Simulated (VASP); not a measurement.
# ZnS (P6_3mc) in VASP: notebook

Runs on ZnS. Level: r2SCAN. Tasks: single point.

Program: VASP 6.6.1. These are calculated values, not measurements. Logs are shortened: lines on timing, memory, paths and dates and some standing lists are left out, and cuts for length are marked.

**1. The cell of the first run**

Symmetry: P6_3mc, No. 186, hexagonal system. Conventional cell: a = 3.807 Å, b = 3.807 Å, c = 6.245 Å, α = 90.00°, β = 90.00°, γ = 120.00°. Zn (site symmetry 3m) has 4 S at 2.33 to 2.34 Å within 3.1 Å. S (site symmetry 3m) has 4 Zn at 2.33 to 2.34 Å within 3.1 Å.

**2. Single point, r2SCAN**

File POSCAR:

```
ZnS
1.0
    3.8065186056      0.0000000000      0.0000000000
   -1.9032593028      3.2965418124      0.0000000000
    0.0000000000      0.0000000000      6.2448028381
Zn S
2 2
Direct
    0.3333333333      0.6666666667      0.0003440772
    0.6666666667      0.3333333333      0.5003440772
    0.3333333333      0.6666666667      0.3746559228
    0.6666666667      0.3333333333      0.8746559228
```

File INCAR.step1:

```
SYSTEM = ZnS
ALGO = Normal ; EDIFF = 1E-4
ENCUT = 520 ; GGA = PE
ISMEAR = 0 ; LASPH = .True.
LCHARG = .False. ; LREAL = .False.
LWAVE = .True. ; NBANDS = 26
NELM = 80 ; PREC = Accurate
SIGMA = 0.02
```

File INCAR.step2:

```
SYSTEM = ZnS
ALGO = Normal ; EDIFF = 1E-6
ENCUT = 520 ; ISIF = 2
ISMEAR = 0 ; ISTART = 1
LASPH = .True. ; LCHARG = .True.
LELF = .True. ; LMIXTAU = .True.
LREAL = .False. ; LVHAR = .True.
LWAVE = .False. ; METAGGA = R2SCAN
NBANDS = 26 ; NELM = 80
PREC = Accurate ; SIGMA = 0.02
```

File KPOINTS:

```
k-points
0
Gamma
  6 6 4
  0 0 0
```

Potentials or basis: VASP PAW PBE potentials, release 64 (Zn, S).

Launch:

```
> cat potpaw_PBE.64/Zn/POTCAR potpaw_PBE.64/S/POTCAR > POTCAR
> cp INCAR.step1 INCAR
> mpirun -np 1 vasp_std > vasp.out
> cp INCAR.step2 INCAR
> mpirun -np 1 vasp_std > vasp.out
```

OUTCAR:

```text
SYSTEM = ZnS
   EDIFF = 1E-6
   ENCUT = 520
   ISIF = 2
   ISMEAR = 0
   ISTART = 1
   LASPH = .True.
   LREAL = .False.
   METAGGA = R2SCAN
   NELM = 80
   PREC = Accurate

 ion  position               nearest neighbor table
   1  0.333  0.667  0.000-   4 2.33   4 2.33   4 2.33   3 2.34
   2  0.667  0.333  0.500-   3 2.33   3 2.33   3 2.33   4 2.34
   3  0.333  0.667  0.375-   2 2.33   2 2.33   2 2.33   1 2.34
   4  0.667  0.333  0.875-   1 2.33   1 2.33   1 2.33   2 2.34

  LATTYP: Found a hexagonal cell.
 ALAT       =     3.8065186056
 C/A-ratio  =     1.6405549231

  Lattice vectors:

 A1 = (   3.8065186056,   0.0000000000,   0.0000000000)
 A2 = (  -1.9032593028,   3.2965418124,   0.0000000000)
 A3 = (   0.0000000000,   0.0000000000,   6.2448028381)

Analysis of symmetry for initial positions (statically):
=====================================================================
 Subroutine PRICEL returns:
 Original cell was already a primitive cell.

 Routine SETGRP: Setting up the symmetry group for a
 hexagonal supercell.

 Subroutine GETGRP returns: Found 12 space group operations
 (whereof  6 operations were pure point group operations)
 out of a pool of 24 trial point group operations.

The static configuration has the point symmetry C_3v.
 The point group associated with its full space group is C_6v.

Analysis of symmetry for dynamics (positions and initial velocities):
=====================================================================
 Subroutine PRICEL returns:
 Original cell was already a primitive cell.

 Routine SETGRP: Setting up the symmetry group for a
 hexagonal supercell.

 Subroutine GETGRP returns: Found 12 space group operations
 (whereof  6 operations were pure point group operations)
 out of a pool of 24 trial point group operations.

The dynamic configuration has the point symmetry C_3v.
 The point group associated with its full space group is C_6v.

 Subroutine INISYM returns: Found 12 space group operations
 (whereof  6 operations are pure point group operations),
 and found     1 'primitive' translations

----------------------------------------------------------------------------------------

                                     Primitive cell

  volume of cell :      78.3620

  direct lattice vectors                    reciprocal lattice vectors
     3.806518606  0.000000000  0.000000000     0.262707241  0.151674096  0.000000000
    -1.903259303  3.296541812  0.000000000     0.000000000  0.303348192  0.000000000
     0.000000000  0.000000000  6.244802838     0.000000000  0.000000000  0.160133158

  length of vectors
     3.806518606  3.806518606  6.244802838     0.303348192  0.303348192  0.160133158

  position of ions in fractional coordinates (direct lattice)
     0.333333333  0.666666667  0.000344077
     0.666666667  0.333333333  0.500344077
     0.333333333  0.666666667  0.374655923
     0.666666667  0.333333333  0.874655923

  ion indices of the primitive-cell ions
   primitive index   ion index
                 1           1
                 2           2
                 3           3
                 4           4

----------------------------------------------------------------------------------------

 KPOINTS: k-points

Automatic generation of k-mesh.
 Grid dimensions read from file:
 generate k-points for:    6    6    4

 Generating k-lattice:

  Cartesian coordinates                     Fractional coordinates (reciprocal lattice)
     0.043784540  0.025279016  0.000000000     0.166666667 -0.000000000  0.000000000
     0.000000000  0.050558032  0.000000000     0.000000000  0.166666667  0.000000000
     0.000000000  0.000000000  0.040033290     0.000000000  0.000000000  0.250000000

  Length of vectors
     0.050558032  0.050558032  0.040033290

  Shift w.r.t. Gamma in fractional coordinates (k-lattice)
     0.000000000  0.000000000  0.000000000

 Subroutine IBZKPT returns following result:
 ===========================================

 Found     21 irreducible k-points:

 Following reciprocal coordinates:
            Coordinates               Weight
  0.000000  0.000000  0.000000      1.000000
  0.166667  0.000000  0.000000      6.000000
  0.333333  0.000000  0.000000      6.000000
  0.500000  0.000000  0.000000      3.000000
  0.166667  0.166667  0.000000      6.000000
  0.333333  0.166667  0.000000     12.000000
[... 13 lines left out ...]
  0.333333  0.166667  0.500000     12.000000
  0.333333  0.333333  0.500000      2.000000
   k-points           NKPTS =     21   k-points in BZ     NKDIM =     21   number of bands    NBANDS=     26
   number of dos      NEDOS =    301   number of ions     NIONS =      4
   total plane-waves  NPLWV =  37632
   dimension x,y,z NGX =    28 NGY =   28 NGZ =   48
   dimension x,y,z NGXF=    56 NGYF=   56 NGZF=   96
   ions per type =               2   2
   NGX,Y,Z   is equivalent  to a cutoff of  12.23, 12.23, 12.78 a.u.
   NGXF,Y,Z  is equivalent  to a cutoff of  24.46, 24.46, 25.56 a.u.
 SYSTEM =  ZnS
   PREC   = accura    normal or accurate (medium, high low for compatibility)
   ISTART =      1    job   : 0-new  1-cont  2-samecut
   ICHARG =      0    charge: 1-file 2-atom 10-const
   ISPIN  =      1    spin polarized calculation?
   LNONCOLLINEAR =      F non collinear calculations
   LSORBIT =      F    spin-orbit coupling
   LASPH  =      T    aspherical Exc in radial PAW
   ENCUT  =  520.0 eV  38.22 Ry    6.18 a.u.   7.08  7.08 11.61*2*pi/ulx,y,z
   NELM   =     80;   NELMIN=  2; NELMDL=  0     # of ELM steps
   EDIFF  = 0.1E-05   stopping-criterion for ELM
   LREAL  =      F    real-space projection
   EDIFFG = 0.1E-04   stopping-criterion for IOM
   NSW    =      0    number of steps for IOM
   IBRION =     -1    ionic relax: 0-MD 1-quasi-New 2-CG
   NFREE  =      0    steps in history (QN), initial steepest desc. (CG)
   ISIF   =      2    stress and relaxation
   ISYM   =      2    0-nonsym 1-usesym 2-fastsym
   POTIM  = 0.5000    time-step for ionic-motion
   TEBEG  =    0.0;   TEEND  =   0.0 temperature during run
   PSTRESS=    0.0 pullay stress
   NELECT =      36.0000    total number of electrons
   NUPDOWN=      -1.0000    fix difference up-down
   EMIN   =  10.00;   EMAX   =-10.00  energy-range for DOS
   EFERMI =   0.00;   METHOD = LEGACY
   ISMEAR =     0;   SIGMA  =   0.02  broadening in eV -4-tet -1-fermi 0-gaus
   EFERMI_NEDOS =   21; number of points for ismear=-14 and -15
   IALGO  =     38    algorithm
   IMIX   =      4    mixing-type and parameters
     AMIX     =   0.40;   BMIX     =  1.00
     AMIX_MAG =   1.60;   BMIX_MAG =  1.00
  volume/ion in A,a.u.               =      19.59       132.20
  Fermi-wavevector in a.u.,A,eV,Ry     =   1.263205  2.387112 21.710645  1.595687
  Thomas-Fermi vector in A             =   2.396574
   LORBIT       =      0    0 simple, 1 ext, 2 COOP (PROOUT), +10 PAW based schemes
   METAGGA = R2SCAN    functional components
   LHFCALC =     F    Hartree Fock is set to
   AEXX    =    0.0000 exact exchange contribution
   IVDW    =     0    specifies the selected vdW correction
   LEPSILON=     F    determine dielectric tensor
   LRPA    =     F    only Hartree local field effects (RPA)
 non-spin polarized calculation
 Gauss-broadening in eV      SIGMA  =   0.02
  energy-cutoff  :      520.00
  volume of cell :       78.36
 maximum number of plane-waves:      2130
   NGX = 15   NGY = 15   NGZ = 23

 number of electron      35.9999978 magnetization

 Free energy of the ion-electron system (eV)
  ---------------------------------------------------
  ext. energy  EPLUGINS =         0.00000000
  ---------------------------------------------------
  free energy    TOTEN  =       -37.72117725 eV

  energy without entropy =      -37.72117725  energy(sigma->0) =      -37.72117725

 E-fermi :   2.0407     XC(G=0): -10.3119

 val. band max:        1.9171962598   @ k =   0.0000   0.0000   0.0000
 cond. band min:       4.7043289526   @ k =   0.0000   0.0000   0.0000
 fundamental gap:      2.7871326928
 Fermi energy:         2.0406879532

 k-point     1 :       0.0000    0.0000    0.0000
  band No.  band energies     occupation
      1     -11.8342      2.00000
      2     -10.8735      2.00000
      3      -4.6175      2.00000
      4      -4.6026      2.00000
      5      -4.6026      2.00000
      6      -4.5117      2.00000
[... 18 lines left out ...]
     25      10.1548      0.00000
     26      11.7822      0.00000

 k-point     2 :       0.1667    0.0000    0.0000
  band No.  band energies     occupation
      1     -11.6460      2.00000
      2     -10.7715      2.00000
      3      -4.6136      2.00000
      4      -4.5778      2.00000
      5      -4.5661      2.00000
      6      -4.4852      2.00000
[... 18 lines left out ...]
     25      10.6638      0.00000
     26      11.0027      0.00000

 k-point     3 :       0.3333    0.0000    0.0000
  band No.  band energies     occupation
      1     -11.1950      2.00000
      2     -10.5894      2.00000
      3      -4.5968      2.00000
      4      -4.5085      2.00000
      5      -4.5077      2.00000
      6      -4.3531      2.00000
[... 18 lines left out ...]
     25      11.1303      0.00000
     26      12.3342      0.00000

 k-point     4 :       0.5000    0.0000    0.0000
  band No.  band energies     occupation
      1     -10.8842      2.00000
      2     -10.5518      2.00000
      3      -4.5816      2.00000
      4      -4.4879      2.00000
      5      -4.3468      2.00000
      6      -4.3270      2.00000
[... 18 lines left out ...]
     25      11.5351      0.00000
     26      14.1528      0.00000

 k-point     5 :       0.1667    0.1667    0.0000
  band No.  band energies     occupation
      1     -11.3227      2.00000
      2     -10.6289      2.00000
      3      -4.5654      2.00000
      4      -4.5497      2.00000
      5      -4.5181      2.00000
      6      -4.4291      2.00000
[... 18 lines left out ...]
     25      10.9921      0.00000
     26      11.4360      0.00000

 k-point     6 :       0.3333    0.1667    0.0000
  band No.  band energies     occupation
      1     -10.8984      2.00000
      2     -10.5445      2.00000
      3      -4.5636      2.00000
      4      -4.4746      2.00000
      5      -4.3637      2.00000
      6      -4.3073      2.00000
[... 340 lines left out ...]
 k-point    18 :       0.5000    0.0000    0.5000
  band No.  band energies     occupation
      1     -10.7091      2.00000
      2     -10.7091      2.00000
      3      -4.5838      2.00000
      4      -4.5838      2.00000
      5      -4.3878      2.00000
      6      -4.3878      2.00000
[... 18 lines left out ...]
     25      11.7604      0.00000
     26      11.7604      0.00000

 k-point    19 :       0.1667    0.1667    0.5000
  band No.  band energies     occupation
      1     -10.9899      2.00000
      2     -10.9899      2.00000
      3      -4.5766      2.00000
      4      -4.5766      2.00000
      5      -4.4688      2.00000
      6      -4.4688      2.00000
[... 18 lines left out ...]
     25      10.8583      0.00000
     26      10.8583      0.00000

 k-point    20 :       0.3333    0.1667    0.5000
  band No.  band energies     occupation
      1     -10.7137      2.00000
      2     -10.7137      2.00000
      3      -4.5331      2.00000
      4      -4.5331      2.00000
      5      -4.3984      2.00000
      6      -4.3984      2.00000
[... 18 lines left out ...]
     25      11.6306      0.00000
     26      11.6306      0.00000

 k-point    21 :       0.3333    0.3333    0.5000
  band No.  band energies     occupation
      1     -10.6189      2.00000
      2     -10.6189      2.00000
      3      -4.4589      2.00000
      4      -4.4589      2.00000
      5      -4.4259      2.00000
      6      -4.4259      2.00000
[... 18 lines left out ...]
     25      12.1613      0.00000
     26      12.1613      0.00000

------------------------ aborting loop because EDIFF is reached ----------------------------------------

  FORCE on cell =-STRESS in cart. coord.  units (eV):
  Direction    XX          YY          ZZ          XY          YZ          ZX
  --------------------------------------------------------------------------------------
  -------------------------------------------------------------------------------------
  Total        0.0467005      0.0467005      0.0262014      0.0000000      0.0000000      0.0000000
  in kB        0.9548307      0.9548307      0.5357095      0.0000000      0.0000000      0.0000000
  external PRESSURE =       0.8151236 kB  Pullay stress =       0.0000000 kB

 VOLUME and BASIS-vectors are now :
 -----------------------------------------------------------------------------
  energy-cutoff  :      520.00
  volume of cell :       78.36
      direct lattice vectors                 reciprocal lattice vectors
     3.806518606  0.000000000  0.000000000     0.262707241  0.151674096  0.000000000
    -1.903259303  3.296541812  0.000000000     0.000000000  0.303348192  0.000000000
     0.000000000  0.000000000  6.244802838     0.000000000  0.000000000  0.160133158

 POSITION                                       TOTAL-FORCE (eV/Angst)
 -----------------------------------------------------------------------------------
     -0.00000      2.19769      0.00215        -0.000000      0.000000     -0.002383
      1.90326      1.09885      3.12455         0.000000     -0.000000     -0.002383
     -0.00000      2.19769      2.33965        -0.000000      0.000000      0.002383
      1.90326      1.09885      5.46205         0.000000     -0.000000      0.002383
 -----------------------------------------------------------------------------------
    total drift:                               -0.000000     -0.000000     -0.014995

  FREE ENERGIE OF THE ION-ELECTRON SYSTEM (eV)
  ---------------------------------------------------
  free  energy   TOTEN  =       -37.7211772487 eV

  energy  without entropy=      -37.7211772487  energy(sigma->0) =      -37.72117725
```

It took 3.2 min on 1 thread of Intel Xeon 8259CL, shared host; peak memory 0.21 GiB.

Results:

- Free energy: -37.7212 eV
- Pressure: 0.1 GPa
- Band gap on the k mesh: 2.79 eV

Forces in eV/Å, atoms in the order of the input:
```
Zn   0.000  0.000 -0.002
Zn   0.000  0.000 -0.002
S    0.000  0.000  0.002
S    0.000  0.000  0.002
```

Caveat: the PAW data sets were made with another functional, which shifts forces and pressure a little.

**3. Single point, r2SCAN (equal strain along all axes, cell held: +1.0 %, then relaxed in part)**

File POSCAR:

```
ZnS
1.0
    3.8445837916      0.0000000000      0.0000000000
   -1.9222918958      3.3295072305      0.0000000000
    0.0000000000      0.0000000000      6.3072508665
Zn S
2 2
Direct
    0.3333333333      0.6666666667      0.0003440772
    0.6666666667      0.3333333333      0.5003440772
    0.3333333333      0.6666666667      0.3746559228
    0.6666666667      0.3333333333      0.8746559228
```

File INCAR.step1:

```
SYSTEM = ZnS
ALGO = Normal ; EDIFF = 1E-4
ENCUT = 520 ; GGA = PE
ISMEAR = 0 ; LASPH = .TRUE.
LCHARG = .FALSE. ; LREAL = .FALSE.
LWAVE = .TRUE. ; NBANDS = 26
NELM = 100 ; PREC = Accurate
SIGMA = 0.02
```

File INCAR.step2:

```
SYSTEM = ZnS
ALGO = Normal ; EDIFF = 1E-6
ENCUT = 520 ; ISIF = 2
ISMEAR = 0 ; ISTART = 1
LASPH = .TRUE. ; LCHARG = .FALSE.
LMIXTAU = .TRUE. ; LREAL = .FALSE.
LWAVE = .FALSE. ; METAGGA = R2SCAN
NBANDS = 26 ; NELM = 100
PREC = Accurate ; SIGMA = 0.02
```

File KPOINTS:

```
k-points
0
G
  6 6 4
  0 0 0
```

Potentials or basis: VASP PAW PBE potentials, release 64 (Zn, S).

Launch:

```
> cat potpaw_PBE.64/Zn/POTCAR potpaw_PBE.64/S/POTCAR > POTCAR
> cp INCAR.step1 INCAR
> mpirun -np 1 vasp_std > vasp.out
> cp INCAR.step2 INCAR
> mpirun -np 1 vasp_std > vasp.out
```

It took 5.1 min on 1 thread of Intel Xeon 8259CL, shared host; peak memory 0.22 GiB.

The run converged. Its results:

```yaml
Free_energy: -37.7044 eV
Pressure: -2.2 GPa
Largest_force: 0.016 eV/Å
Band_gap_on_the_k_mesh: 2.64 eV
```

Forces on the atoms (eV/Å):
```
Zn   0.000  0.000 -0.016
Zn   0.000  0.000 -0.016
S    0.000  0.000  0.016
S    0.000  0.000  0.016
```

Levels at points of the mesh, in eV from the valence-band top:
```
           k point  band 15  band 16  band 17  band 18  band 19  band 20  band 21  band 22
(0.00, 0.00, 0.00)    -0.88    -0.08     0.00     0.00     2.64     3.56     6.82     6.82
(0.50, 0.00, 0.00)    -3.21    -2.20    -1.64    -0.87     4.07     4.69     5.47     7.39
(0.00, 0.00, 0.50)    -0.46    -0.46    -0.46    -0.46     4.02     4.02     7.27     7.27
(0.50, 0.00, 0.50)    -1.61    -1.61    -1.58    -1.58     3.95     3.95     5.67     5.67
```

Caveat: the cell differs from its parent crystal (equal strain along all axes, cell held: +1.0 %, then relaxed in part); the PAW data sets were made with another functional, which shifts forces and pressure a little.
